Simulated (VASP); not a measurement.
# C in VASP: single point with PBEsol+D4

Aim: the single point of C with PBEsol+D4.

Everything below comes from runs of VASP 6.6.1. Logs are shortened: lines on timing, memory, paths and dates and some standing lists are left out, and cuts for length are marked.

## Step 1: The cell of the first run

The cell holds a slab with vacuum, 8 atoms: a = 4.914 Å, b = 4.914 Å, c = 23.774 Å, α = 90.00°, β = 90.00°, γ = 120.00°.

## Step 2: Single point, PBEsol+D4

File INCAR:

```
  ALGO = Normal
  DIPOL = 0.5 0.5 0.671
  EDIFF = 1E-6
  ENCUT = 520
  GGA = PS
  GGA_COMPAT = False
  IDIPOL = 3
  ISIF = 2
  ISMEAR = 0
  IVDW = 13
  LASPH = True
  LCHARG = True
  LDIPOL = True
  LELF = True
  LREAL = False
  LVACPOTAV = True
  LVHAR = True
  LWAVE = False
  NBANDS = 26
  NELM = 120
  NELMDL = -8
  PREC = Accurate
  SIGMA = 0.04
```

File KPOINTS:

```
k-points
0
Gamma
  12 12 1
```

File POSCAR:

```
C
1.0
    4.9137361075      0.0000000000      0.0000000000
   -2.4568680538      4.2554202966      0.0000000000
    0.0000000000      0.0000000000     23.7740516958
C
8
Direct
    0.8341432085      0.3347972086      0.6702860128
    0.8339873335      0.8325234582      0.6702860128
    0.3333333333      0.3333333333      0.6748977952
    0.3318694580      0.8326793332      0.6702860128
    0.0014638753      0.1674765418      0.6702860128
    0.0000000000      0.6666666667      0.6748977952
    0.4991901249      0.1673206668      0.6702860128
    0.4993459999      0.6652027914      0.6702860128
```

Potentials or basis: VASP PAW PBE potentials, release 64 (C).

The run is started by

```
$ cat potpaw_PBE.64/C/POTCAR > POTCAR
$ mpirun -np 1 vasp_std > vasp.out
```

OUTCAR:

```text
EDIFF = 1E-6
   ENCUT = 520
   GGA = PS
   ISIF = 2
   ISMEAR = 0
   IVDW = 13
   LASPH = True
   LREAL = False
   NELM = 120
   NELMDL = -8
   PREC = Accurate

 ion  position               nearest neighbor table
   1  0.834  0.335  0.670-   6 1.42   5 1.42   7 1.43
   2  0.834  0.833  0.670-   6 1.42   8 1.42   5 1.43
   3  0.333  0.333  0.675-   5 1.42   8 1.42   7 1.42
   4  0.332  0.833  0.670-   6 1.42   7 1.42   8 1.43
   5  0.001  0.167  0.670-   3 1.42   1 1.42   2 1.43
   6  0.000  0.667  0.675-   4 1.42   2 1.42   1 1.42
   7  0.499  0.167  0.670-   3 1.42   4 1.42   1 1.43
   8  0.499  0.665  0.670-   3 1.42   2 1.42   4 1.43

  LATTYP: Found a hexagonal cell.
 ALAT       =     4.9137361075
 C/A-ratio  =     4.8382841845

  Lattice vectors:

 A1 = (   4.9137361075,   0.0000000000,   0.0000000000)
 A2 = (  -2.4568680538,   4.2554202966,   0.0000000000)
 A3 = (   0.0000000000,   0.0000000000,  23.7740516958)

Analysis of symmetry for initial positions (statically):
=====================================================================
 Subroutine PRICEL returns:
 Original cell was already a primitive cell.

 Routine SETGRP: Setting up the symmetry group for a
 hexagonal supercell.

 Subroutine GETGRP returns: Found  6 space group operations
 (whereof  2 operations were pure point group operations)
 out of a pool of 24 trial point group operations.

The static configuration has the point symmetry C_1h.
 The point group associated with its full space group is C_3v.

Analysis of symmetry for dynamics (positions and initial velocities):
=====================================================================
 Subroutine PRICEL returns:
 Original cell was already a primitive cell.

 Routine SETGRP: Setting up the symmetry group for a
 hexagonal supercell.

 Subroutine GETGRP returns: Found  6 space group operations
 (whereof  2 operations were pure point group operations)
 out of a pool of 24 trial point group operations.

The dynamic configuration has the point symmetry C_1h.
 The point group associated with its full space group is C_3v.

 Subroutine INISYM returns: Found  6 space group operations
 (whereof  2 operations are pure point group operations),
 and found     1 'primitive' translations

----------------------------------------------------------------------------------------

                                     Primitive cell

  volume of cell :     497.1157

  direct lattice vectors                    reciprocal lattice vectors
     4.913736108  0.000000000  0.000000000     0.203511132  0.117497207  0.000000000
    -2.456868054  4.255420297  0.000000000     0.000000000  0.234994414  0.000000000
     0.000000000  0.000000000 23.774051696     0.000000000  0.000000000  0.042062666

  length of vectors
     4.913736108  4.913736108 23.774051696     0.234994414  0.234994414  0.042062666

  position of ions in fractional coordinates (direct lattice)
     0.834143209  0.334797209  0.670286013
     0.833987333  0.832523458  0.670286013
     0.333333333  0.333333333  0.674897795
     0.331869458  0.832679333  0.670286013
     0.001463875  0.167476542  0.670286013
     0.000000000  0.666666667  0.674897795
     0.499190125  0.167320667  0.670286013
     0.499346000  0.665202791  0.670286013

  ion indices of the primitive-cell ions
   primitive index   ion index
                 1           1
                 2           2
                 3           3
                 4           4
                 5           5
                 6           6
                 7           7
                 8           8

----------------------------------------------------------------------------------------

 KPOINTS: k-points

Automatic generation of k-mesh.
 Grid dimensions read from file:
 generate k-points for:   12   12    1

 Generating k-lattice:

  Cartesian coordinates                     Fractional coordinates (reciprocal lattice)
     0.016959261  0.009791434  0.000000000     0.083333333 -0.000000000  0.000000000
     0.000000000  0.019582868  0.000000000     0.000000000  0.083333333  0.000000000
     0.000000000  0.000000000  0.042062666     0.000000000  0.000000000  1.000000000

  Length of vectors
     0.019582868  0.019582868  0.042062666

  Shift w.r.t. Gamma in fractional coordinates (k-lattice)
     0.000000000  0.000000000  0.000000000

 Subroutine IBZKPT returns following result:
 ===========================================

 Found     19 irreducible k-points:

 Following reciprocal coordinates:
            Coordinates               Weight
  0.000000  0.000000  0.000000      1.000000
  0.083333  0.000000  0.000000      6.000000
  0.166667  0.000000  0.000000      6.000000
  0.250000  0.000000  0.000000      6.000000
  0.333333  0.000000  0.000000      6.000000
  0.416667  0.000000  0.000000      6.000000
[... 11 lines left out ...]
  0.333333  0.250000  0.000000     12.000000
  0.333333  0.333333  0.000000      2.000000
   k-points           NKPTS =     19   k-points in BZ     NKDIM =     19   number of bands    NBANDS=     26
   number of dos      NEDOS =    301   number of ions     NIONS =      8
   total plane-waves  NPLWV = 288000
   dimension x,y,z NGX =    40 NGY =   40 NGZ =  180
   dimension x,y,z NGXF=    80 NGYF=   80 NGZF=  360
   ions per type =               8
   NGX,Y,Z   is equivalent  to a cutoff of  13.53, 13.53, 12.59 a.u.
   NGXF,Y,Z  is equivalent  to a cutoff of  27.07, 27.07, 25.17 a.u.
 SYSTEM =  unknown system
   PREC   = accura    normal or accurate (medium, high low for compatibility)
   ISTART =      0    job   : 0-new  1-cont  2-samecut
   ICHARG =      2    charge: 1-file 2-atom 10-const
   ISPIN  =      1    spin polarized calculation?
   LNONCOLLINEAR =      F non collinear calculations
   LSORBIT =      F    spin-orbit coupling
   LASPH  =      T    aspherical Exc in radial PAW
   ENCUT  =  520.0 eV  38.22 Ry    6.18 a.u.   9.14  9.14 44.20*2*pi/ulx,y,z
   NELM   =    120;   NELMIN=  2; NELMDL= -8     # of ELM steps
   EDIFF  = 0.1E-05   stopping-criterion for ELM
   LREAL  =      F    real-space projection
   EDIFFG = 0.1E-04   stopping-criterion for IOM
   NSW    =      0    number of steps for IOM
   IBRION =     -1    ionic relax: 0-MD 1-quasi-New 2-CG
   NFREE  =      0    steps in history (QN), initial steepest desc. (CG)
   ISIF   =      2    stress and relaxation
   ISYM   =      2    0-nonsym 1-usesym 2-fastsym
   POTIM  = 0.5000    time-step for ionic-motion
   TEBEG  =    0.0;   TEEND  =   0.0 temperature during run
   PSTRESS=    0.0 pullay stress
   NELECT =      32.0000    total number of electrons
   NUPDOWN=      -1.0000    fix difference up-down
   EMIN   =  10.00;   EMAX   =-10.00  energy-range for DOS
   EFERMI =   0.00;   METHOD = LEGACY
   ISMEAR =     0;   SIGMA  =   0.04  broadening in eV -4-tet -1-fermi 0-gaus
   EFERMI_NEDOS =   21; number of points for ismear=-14 and -15
   IALGO  =     38    algorithm
   IMIX   =      4    mixing-type and parameters
     AMIX     =   0.40;   BMIX     =  1.00
     AMIX_MAG =   1.60;   BMIX_MAG =  1.00
  volume/ion in A,a.u.               =      62.14       419.34
  Fermi-wavevector in a.u.,A,eV,Ry     =   0.656103  1.239856  5.856924  0.430472
  Thomas-Fermi vector in A             =   1.727190
   LORBIT       =      0    0 simple, 1 ext, 2 COOP (PROOUT), +10 PAW based schemes
   GGA     = PS    functional components
   LHFCALC =     F    Hartree Fock is set to
   AEXX    =    0.0000 exact exchange contribution
   IVDW    =    13    specifies the selected vdW correction
   LEPSILON=     F    determine dielectric tensor
   LRPA    =     F    only Hartree local field effects (RPA)
 non-spin polarized calculation
 Gauss-broadening in eV      SIGMA  =   0.04
  energy-cutoff  :      520.00
  volume of cell :      497.12
 maximum number of plane-waves:     13438
 NGX is ok and might be reduce to    40
   NGX = 19   NGY = 19   NGZ = 89

 dipolmoment           0.000000      0.000000      0.000001 electrons x Angstroem

 number of electron      32.0000000 magnetization

 dipolmoment           0.000000      0.000000     -0.000029 electrons x Angstroem

 Free energy of the ion-electron system (eV)
  ---------------------------------------------------
  ext. energy  EPLUGINS =         0.00000000
  ---------------------------------------------------
  free energy    TOTEN  =       -76.96863610 eV

  energy without entropy =      -76.96800923  energy(sigma->0) =      -76.96832267

 E-fermi :  -3.0360     XC(G=0):  -1.8278

 val. band max:       -3.0360165061   @ k =   0.3333   0.3333   0.0000
 cond. band min:      -3.0360164214   @ k =   0.3333   0.3333   0.0000
 fundamental gap:      0.0000000847
 Fermi energy:        -3.0360164637

 k-point     1 :       0.0000    0.0000    0.0000
  band No.  band energies     occupation
      1     -22.5853      2.00000
      2     -17.3349      2.00000
      3     -17.2166      2.00000
      4     -17.2166      2.00000
      5     -16.3286      2.00000
      6     -16.3286      2.00000
[... 18 lines left out ...]
     25       3.4250      0.00000
     26       3.8536      0.00000

 k-point     2 :       0.0833    0.0000    0.0000
  band No.  band energies     occupation
      1     -22.5439      2.00000
      2     -17.7979      2.00000
      3     -17.4345      2.00000
      4     -17.3794      2.00000
      5     -16.0971      2.00000
      6     -16.0785      2.00000
[... 18 lines left out ...]
     25       3.4819      0.00000
[... 463 lines left out ...]
     25       3.9084      0.00000
     26       4.0724      0.00000

 k-point    19 :       0.3333    0.3333    0.0000
  band No.  band energies     occupation
      1     -20.6538      2.00000
      2     -20.6538      2.00000
      3     -20.5566      2.00000
      4     -15.5732      2.00000
      5     -15.5732      2.00000
      6     -13.6779      2.00000
[... 18 lines left out ...]
     25       3.8404      0.00000
     26       3.8404      0.00000

------------------------ aborting loop because EDIFF is reached ----------------------------------------

  DFT-D4 for vdW energy calculation

  Edisp (eV):   -0.39087

  FORCE on cell =-STRESS in cart. coord.  units (eV):
  Direction    XX          YY          ZZ          XY          YZ          ZX
  --------------------------------------------------------------------------------------
  -------------------------------------------------------------------------------------
  Total       0.15826     0.15826    -0.35212    -0.00000     0.00000    -0.00000
  in kB       0.51006     0.51006    -1.13486    -0.00000     0.00000    -0.00000
  external pressure =       -0.04 kB  Pullay stress =        0.00 kB

 VOLUME and BASIS-vectors are now :
 -----------------------------------------------------------------------------
  energy-cutoff  :      520.00
  volume of cell :      497.12
      direct lattice vectors                 reciprocal lattice vectors
     4.913736108  0.000000000  0.000000000     0.203511132  0.117497207  0.000000000
    -2.456868054  4.255420297  0.000000000     0.000000000  0.234994414  0.000000000
     0.000000000  0.000000000 23.774051696     0.000000000  0.000000000  0.042062666

 POSITION                                       TOTAL-FORCE (eV/Angst)
 -----------------------------------------------------------------------------------
      3.27621      1.42470     15.93541        -0.032777     -0.422057      0.470994
      2.05259      3.54274     15.93541        -0.349124      0.239414      0.470994
      0.81896      1.41847     16.04506         0.000000      0.000000     -1.412983
     -0.41506      3.54340     15.93541         0.381901      0.182643      0.470994
     -0.40427      0.71268     15.93541        -0.349124     -0.239414      0.470994
     -1.63791      2.83695     16.04506         0.000000      0.000000     -1.412983
      2.04180      0.71202     15.93541         0.381901     -0.182643      0.470994
      0.81934      2.83072     15.93541        -0.032777      0.422057      0.470994
 -----------------------------------------------------------------------------------
    total drift:                               -0.000050     -0.000006      0.000070

  FREE ENERGIE OF THE ION-ELECTRON SYSTEM (eV)
  ---------------------------------------------------
  free  energy   TOTEN  =       -77.3595049420 eV

  energy  without entropy=      -77.3588780647  energy(sigma->0) =      -77.35919150

 vacuum level on the upper side and lower side of the slab         1.274         1.274
```

Wall time 8.9 min (1 thread of Intel Xeon Platinum 8259CL at 2.50GHz (Skylake/Cascade Lake), shared host); peak memory 0.67 GiB.

Results:

```
Free energy                : -77.3595 eV
Largest force              : 1.413 eV/Å
Band gap on the k mesh     : zero (filled and empty bands touch)
Dispersion energy per atom : -0.049 eV
```

Forces in eV/Å, atoms in the order of the input:
```
C   -0.033 -0.422  0.471
C   -0.349  0.239  0.471
C    0.000  0.000 -1.413
C    0.382  0.183  0.471
C   -0.349 -0.239  0.471
C    0.000  0.000 -1.413
C    0.382 -0.183  0.471
C   -0.033  0.422  0.471
```

Levels at points of the mesh, in eV from the Fermi level:
```csv
k point,band 12,band 13,band 14,band 15,band 16,band 17,band 18,band 19,band 20,band 21
"(0.00, 0.00, 0.00)",-2.99,-2.99,-2.43,-2.32,-2.32,1.57,1.65,1.65,3.45,4.16
"(0.50, 0.00, 0.00)",-5.91,-5.03,-5.01,-2.79,-2.71,2.75,2.83,5.36,5.41,6.19
```

Caveat: the PAW data sets were made with another functional, which shifts forces and pressure a little.
